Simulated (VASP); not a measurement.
# Al2MoN3 (R-3m) in VASP: notebook

The runs below take Al2MoN3 through single point, with PBE.

Everything below comes from runs of VASP 6.6.1. Logs are shortened: lines on timing, memory, paths and dates and some standing lists are left out, and cuts for length are marked.

### 1 The cell of the first run

Symmetry: R-3m, No. 166, trigonal system. Conventional cell: a = 5.583 Å, b = 5.583 Å, c = 7.645 Å, α = 90.00°, β = 90.00°, γ = 120.00°. Within 2.7 Å of Al (site symmetry 3m) lie 3 N at 2.04 Å and 1 Mo at 2.53 Å and 1 Al at 2.58 Å. Within 2.7 Å of Mo (site symmetry -3m) lie 6 N at 2.05 Å and 2 Al at 2.53 Å. N (site symmetry 2/m) has 2 Al at 2.04 Å and 2 Mo at 2.05 Å and 4 N at 2.79 Å within 2.8 Å.

The cell was built from a structure type or drawn by symmetry, and may not be a known phase.

### 2 Single point, PBE, collinear spin

Input file INCAR:

```
SYSTEM = Al2MoN3
PREC = Accurate
ENCUT = 520
EDIFF = 1E-6
ISMEAR = 0
SIGMA = 0.1
LREAL = .FALSE.
LASPH = .TRUE.
NELM = 150
ALGO = Normal
ISIF = 2
LWAVE = .FALSE.
LCHARG = .TRUE.
ISPIN = 2
MAGMOM = 0 0 1 0 0 0
LORBIT = 11
LMAXMIX = 4
GGA = PE
LELF = .TRUE.
LVHAR = .TRUE.
NBANDS = 30
```

Input file KPOINTS:

```
Automatic mesh
0
G
  6 6 6
  0 0 0
```

Input file POSCAR:

```
Al2MoN3
1.0
    2.7914509018      1.6116449285      2.5483084980
   -2.7914509018      1.6116449285      2.5483084980
    0.0000000000     -3.2232898602      2.5483084960
Al Mo N
2 1 3
Direct
    0.6686728158      0.6686728158      0.6686728158
    0.3313271842      0.3313271842      0.3313271842
    0.0000000000      0.0000000000      0.0000000000
    0.0000000000      0.5000000000      0.0000000000
    0.5000000000      0.0000000000      0.0000000000
    0.0000000000      0.0000000000      0.5000000000
```

Potentials or basis: VASP PAW PBE potentials, release 64 (Al, Mo_sv, N).

On the command line:

```console
cat potpaw_PBE.64/Al/POTCAR potpaw_PBE.64/Mo_sv/POTCAR potpaw_PBE.64/N/POTCAR > POTCAR
mpirun -np 1 vasp_std > vasp.out
```

OUTCAR:

```text
SYSTEM = Al2MoN3
   PREC = Accurate
   ENCUT = 520
   EDIFF = 1E-6
   ISMEAR = 0
   LREAL = .FALSE.
   LASPH = .TRUE.
   NELM = 150
   ISIF = 2
   ISPIN = 2
   LORBIT = 11
   GGA = PE

 ion  position               nearest neighbor table
   1  0.669  0.669  0.669-   6 2.04   5 2.04   4 2.04   3 2.53   2 2.58   3 3.22   3 3.22   3 3.22
                             2 3.22   2 3.22   2 3.22
   2  0.331  0.331  0.331-   6 2.04   5 2.04   4 2.04   3 2.53   1 2.58   3 3.22   3 3.22   3 3.22
                             1 3.22   1 3.22   1 3.22
   3  0.000  0.000  0.000-   6 2.05   6 2.05   4 2.05   5 2.05   4 2.05   5 2.05   1 2.53   2 2.53
                             2 3.22   1 3.22   2 3.22   1 3.22   2 3.22   1 3.22
   4  0.000  0.500  0.000-   1 2.04   2 2.04   3 2.05   3 2.05
   5  0.500  0.000  0.000-   1 2.04   2 2.04   3 2.05   3 2.05
   6  0.000  0.000  0.500-   1 2.04   2 2.04   3 2.05   3 2.05

  LATTYP: Found a trigonal (rhomboedric) cell.
 ALAT       =     4.1089504394
 COS(alpha) =     0.0769437298

  Lattice vectors:

 A1 = (   2.7914509018,   1.6116449285,   2.5483084980)
 A2 = (  -2.7914509018,   1.6116449285,   2.5483084980)
 A3 = (   0.0000000000,  -3.2232898602,   2.5483084960)

Analysis of symmetry for initial positions (statically):
=====================================================================
 Subroutine PRICEL returns:
 Original cell was already a primitive cell.

 Routine SETGRP: Setting up the symmetry group for a
 trigonal (rhombohedral) supercell.

 Subroutine GETGRP returns: Found 12 space group operations
 (whereof 12 operations were pure point group operations)
 out of a pool of 12 trial point group operations.

The static configuration has the point symmetry D_3d.

Analysis of symmetry for dynamics (positions and initial velocities):
=====================================================================
 Subroutine PRICEL returns:
 Original cell was already a primitive cell.

 Routine SETGRP: Setting up the symmetry group for a
 trigonal (rhombohedral) supercell.

 Subroutine GETGRP returns: Found 12 space group operations
 (whereof 12 operations were pure point group operations)
 out of a pool of 12 trial point group operations.

The dynamic configuration has the point symmetry D_3d.

Analysis of structural, dynamic, and magnetic symmetry:
=====================================================================
 Subroutine PRICEL returns:
 Original cell was already a primitive cell.

 Routine SETGRP: Setting up the symmetry group for a
 trigonal (rhombohedral) supercell.

 Subroutine GETGRP returns: Found 12 space group operations
 (whereof 12 operations were pure point group operations)
 out of a pool of 12 trial point group operations.

The overall configuration has the point symmetry D_3d.

 Subroutine INISYM returns: Found 12 space group operations
 (whereof 12 operations are pure point group operations),
 and found     1 'primitive' translations

----------------------------------------------------------------------------------------

                                     Primitive cell

  volume of cell :      68.7864

  direct lattice vectors                    reciprocal lattice vectors
     2.791450902  1.611644929  2.548308498     0.179118321  0.103414011  0.130805722
    -2.791450902  1.611644929  2.548308498    -0.179118321  0.103414011  0.130805722
     0.000000000 -3.223289860  2.548308496     0.000000000 -0.206828022  0.130805722

  length of vectors
     4.108950439  4.108950439  4.108950439     0.244720183  0.244720183  0.244720183

  position of ions in fractional coordinates (direct lattice)
     0.668672816  0.668672816  0.668672816
     0.331327184  0.331327184  0.331327184
     0.000000000  0.000000000  0.000000000
     1.000000000  0.500000000  0.000000000
     0.500000000  1.000000000  0.000000000
     0.000000000  0.000000000  0.500000000

  ion indices of the primitive-cell ions
   primitive index   ion index
                 1           1
                 2           2
                 3           3
                 4           4
                 5           5
                 6           6

----------------------------------------------------------------------------------------

 KPOINTS: Automatic mesh

Automatic generation of k-mesh.
 Grid dimensions read from file:
 generate k-points for:    6    6    6

 Generating k-lattice:

  Cartesian coordinates                     Fractional coordinates (reciprocal lattice)
     0.029853054  0.017235669  0.021800954     0.166666667 -0.000000000  0.000000000
    -0.029853054  0.017235669  0.021800954    -0.000000000  0.166666667  0.000000000
     0.000000000 -0.034471337  0.021800954    -0.000000000 -0.000000000  0.166666667

  Length of vectors
     0.040786697  0.040786697  0.040786697

  Shift w.r.t. Gamma in fractional coordinates (k-lattice)
     0.000000000  0.000000000  0.000000000

 Subroutine IBZKPT returns following result:
 ===========================================

 Found     32 irreducible k-points:

 Following reciprocal coordinates:
            Coordinates               Weight
  0.000000  0.000000  0.000000      1.000000
  0.166667 -0.000000  0.000000      6.000000
  0.333333  0.000000  0.000000      6.000000
  0.500000  0.000000  0.000000      3.000000
  0.166667  0.166667  0.000000      6.000000
  0.333333  0.166667  0.000000     12.000000
[... 16 lines left out ...]
  0.500000  0.500000  0.166667      6.000000
 -0.333333  0.500000  0.166667     12.000000
 [... further k-points ...]
   k-points           NKPTS =     32   k-points in BZ     NKDIM =     32   number of bands    NBANDS=     30
   number of dos      NEDOS =    301   number of ions     NIONS =      6
   total plane-waves  NPLWV =  32768
   dimension x,y,z NGX =    32 NGY =   32 NGZ =   32
   dimension x,y,z NGXF=    64 NGYF=   64 NGZF=   64
   ions per type =               2   1   3
   NGX,Y,Z   is equivalent  to a cutoff of  12.95, 12.95, 12.95 a.u.
   NGXF,Y,Z  is equivalent  to a cutoff of  25.89, 25.89, 25.89 a.u.
 SYSTEM =  Al2MoN3
   PREC   = accura    normal or accurate (medium, high low for compatibility)
   ISTART =      0    job   : 0-new  1-cont  2-samecut
   ICHARG =      2    charge: 1-file 2-atom 10-const
   ISPIN  =      2    spin polarized calculation?
   LNONCOLLINEAR =      F non collinear calculations
   LSORBIT =      F    spin-orbit coupling
   LASPH  =      T    aspherical Exc in radial PAW
   ENCUT  =  520.0 eV  38.22 Ry    6.18 a.u.   7.64  7.64  7.64*2*pi/ulx,y,z
   NELM   =    150;   NELMIN=  2; NELMDL= -5     # of ELM steps
   EDIFF  = 0.1E-05   stopping-criterion for ELM
   LREAL  =      F    real-space projection
   EDIFFG = 0.1E-04   stopping-criterion for IOM
   NSW    =      0    number of steps for IOM
   IBRION =     -1    ionic relax: 0-MD 1-quasi-New 2-CG
   NFREE  =      0    steps in history (QN), initial steepest desc. (CG)
   ISIF   =      2    stress and relaxation
   ISYM   =      2    0-nonsym 1-usesym 2-fastsym
   POTIM  = 0.5000    time-step for ionic-motion
   TEBEG  =    0.0;   TEEND  =   0.0 temperature during run
   PSTRESS=    0.0 pullay stress
   NELECT =      35.0000    total number of electrons
   NUPDOWN=      -1.0000    fix difference up-down
   EMIN   =  10.00;   EMAX   =-10.00  energy-range for DOS
   EFERMI =   0.00;   METHOD = LEGACY
   ISMEAR =     0;   SIGMA  =   0.10  broadening in eV -4-tet -1-fermi 0-gaus
   EFERMI_NEDOS =   21; number of points for ismear=-14 and -15
   IALGO  =     38    algorithm
   IMIX   =      4    mixing-type and parameters
     AMIX     =   0.40;   BMIX     =  1.00
     AMIX_MAG =   1.60;   BMIX_MAG =  1.00
  volume/ion in A,a.u.               =      11.46        77.37
  Fermi-wavevector in a.u.,A,eV,Ry     =   1.306963  2.469802 23.240824  1.708152
  Thomas-Fermi vector in A             =   2.437730
   LORBIT       =     11    0 simple, 1 ext, 2 COOP (PROOUT), +10 PAW based schemes
   GGA     = PE    functional components
   LHFCALC =     F    Hartree Fock is set to
   AEXX    =    0.0000 exact exchange contribution
   IVDW    =     0    specifies the selected vdW correction
   LEPSILON=     F    determine dielectric tensor
   LRPA    =     F    only Hartree local field effects (RPA)
 spin polarized calculation
 Gauss-broadening in eV      SIGMA  =   0.10
  energy-cutoff  :      520.00
  volume of cell :       68.79
 maximum number of plane-waves:      1893
 NGX is ok and might be reduce to    32
   NGX = 15   NGY = 15   NGZ = 15

 number of electron      35.0000006 magnetization       0.0000499

 number of electron      35.0000006 magnetization      -0.0000571

 Free energy of the ion-electron system (eV)
  ---------------------------------------------------
  ext. energy  EPLUGINS =         0.00000000
  ---------------------------------------------------
  free energy    TOTEN  =       -44.04348455 eV

  energy without entropy =      -44.03664140  energy(sigma->0) =      -44.04006298

 E-fermi :   8.3205     XC(G=0): -11.4327

 val. band max:        8.2983721120   @ k =   0.1667   0.1667   0.0000
 cond. band min:       8.4307505765   @ k =  -0.1667   0.3333   0.1667
 fundamental gap:      0.1323784645
 Fermi energy:         8.3205479670

 spin component 1

 k-point     1 :       0.0000    0.0000    0.0000
  band No.  band energies     occupation
      1     -53.7532      1.00000
      2     -28.0059      1.00000
      3     -27.8347      1.00000
      4     -27.8347      1.00000
      5      -8.0560      1.00000
      6      -6.1809      1.00000
[... 21 lines left out ...]
     28      15.4443      0.00000
     29      19.4289      0.00000

 k-point     2 :       0.1667   -0.0000    0.0000
  band No.  band energies     occupation
      1     -53.7530      1.00000
      2     -28.0089      1.00000
      3     -27.8395      1.00000
      4     -27.8343      1.00000
      5      -7.8977      1.00000
      6      -6.1652      1.00000
[... 696 lines left out ...]
 k-point    24 :      -0.3333    0.5000    0.1667
  band No.  band energies     occupation
      1     -53.7518      1.00000
      2     -28.0295      1.00000
      3     -27.8586      1.00000
      4     -27.8446      1.00000
      5      -6.5907      1.00000
      6      -6.0868      1.00000
[... 21 lines left out ...]
     28      17.8026      0.00000
     29      18.4792      0.00000

 [... further k-points ...]

 spin component 2

 k-point     1 :       0.0000    0.0000    0.0000
  band No.  band energies     occupation
      1     -53.7532      1.00000
      2     -28.0060      1.00000
      3     -27.8348      1.00000
      4     -27.8348      1.00000
      5      -8.0560      1.00000
      6      -6.1809      1.00000
[... 21 lines left out ...]
     28      15.4442      0.00000
     29      19.4290      0.00000

 k-point     2 :       0.1667   -0.0000    0.0000
  band No.  band energies     occupation
      1     -53.7530      1.00000
      2     -28.0090      1.00000
      3     -27.8395      1.00000
      4     -27.8343      1.00000
      5      -7.8977      1.00000
      6      -6.1652      1.00000
[... 696 lines left out ...]
 k-point    24 :      -0.3333    0.5000    0.1667
  band No.  band energies     occupation
      1     -53.7518      1.00000
      2     -28.0295      1.00000
      3     -27.8587      1.00000
      4     -27.8446      1.00000
      5      -6.5907      1.00000
      6      -6.0868      1.00000
[... 21 lines left out ...]
     28      17.8026      0.00000
     29      18.4792      0.00000

 [... further k-points ...]

 [bands above 29 left out]

------------------------ aborting loop because EDIFF is reached ----------------------------------------

  FORCE on cell =-STRESS in cart. coord.  units (eV):
  Direction    XX          YY          ZZ          XY          YZ          ZX
  --------------------------------------------------------------------------------------
  -------------------------------------------------------------------------------------
  Total        0.0597950      0.0597950      0.0081581      0.0000000      0.0000000      0.0000000
  in kB        1.3927500      1.3927500      0.1900201      0.0000000      0.0000000      0.0000000
  external PRESSURE =       0.9918400 kB  Pullay stress =       0.0000000 kB

 VOLUME and BASIS-vectors are now :
 -----------------------------------------------------------------------------
  energy-cutoff  :      520.00
  volume of cell :       68.79
      direct lattice vectors                 reciprocal lattice vectors
     2.791450902  1.611644929  2.548308498     0.179118321  0.103414011  0.130805722
    -2.791450902  1.611644929  2.548308498    -0.179118321  0.103414011  0.130805722
     0.000000000 -3.223289860  2.548308496     0.000000000 -0.206828022  0.130805722

 POSITION                                       TOTAL-FORCE (eV/Angst)
 -----------------------------------------------------------------------------------
      0.00000     -0.00000      5.11195         0.000000     -0.000000      0.003885
      0.00000     -0.00000      2.53297         0.000000      0.000000     -0.003885
      0.00000      0.00000      0.00000        -0.000000     -0.000000      0.000000
     -1.39573      0.80582      1.27415        -0.000000     -0.000000      0.000000
      1.39573      0.80582      1.27415         0.000000     -0.000000      0.000000
      0.00000     -1.61164      1.27415         0.000000      0.000000      0.000000
 -----------------------------------------------------------------------------------
    total drift:                                0.000000      0.000000     -0.000000

  FREE ENERGIE OF THE ION-ELECTRON SYSTEM (eV)
  ---------------------------------------------------
  free  energy   TOTEN  =       -44.0434845517 eV

  energy  without entropy=      -44.0366413997  energy(sigma->0) =      -44.04006298

 total charge

# of ion       s       p       d       tot
------------------------------------------
    1        0.400   0.328   0.000   0.728
    2        0.400   0.328   0.000   0.728
    3        2.347   6.319   3.796  12.462
    4        1.257   2.470   0.000   3.727
    5        1.257   2.470   0.000   3.727
    6        1.257   2.470   0.000   3.727
--------------------------------------------------
tot          6.920  14.384   3.796  25.100

 magnetization (x)

# of ion       s       p       d       tot
------------------------------------------
    1       -0.000  -0.000   0.000  -0.000
    2       -0.000  -0.000   0.000  -0.000
    3        0.000   0.000  -0.000   0.000
    4        0.000  -0.000   0.000  -0.000
    5        0.000  -0.000   0.000  -0.000
    6        0.000  -0.000   0.000  -0.000
--------------------------------------------------
tot          0.000  -0.000  -0.000  -0.000
```

Run time: 2.1 min. Hardware: 1 thread of Intel Xeon 8259CL, shared host; peak memory 0.26 GiB.

What came out:

* Free energy: -44.0435 eV
* Pressure: 0.1 GPa
* Largest force: 0.004 eV/Å
* Net moment: 0.00 μB per cell
* Valence electrons inside the program's atomic spheres: Al 0.73; Mo 12.46; N 3.73

Forces in eV/Å, atoms in the order of the input:
```
Al   0.000  0.000  0.004
Al   0.000  0.000 -0.004
Mo   0.000  0.000  0.000
N    0.000  0.000  0.000
N    0.000  0.000  0.000
N    0.000  0.000  0.000
```

Stress tensor (GPa, compression positive):
```
0.14 0.00 0.00
0.00 0.14 0.00
0.00 0.00 0.02
```

(Continued in part 2 of 2.)
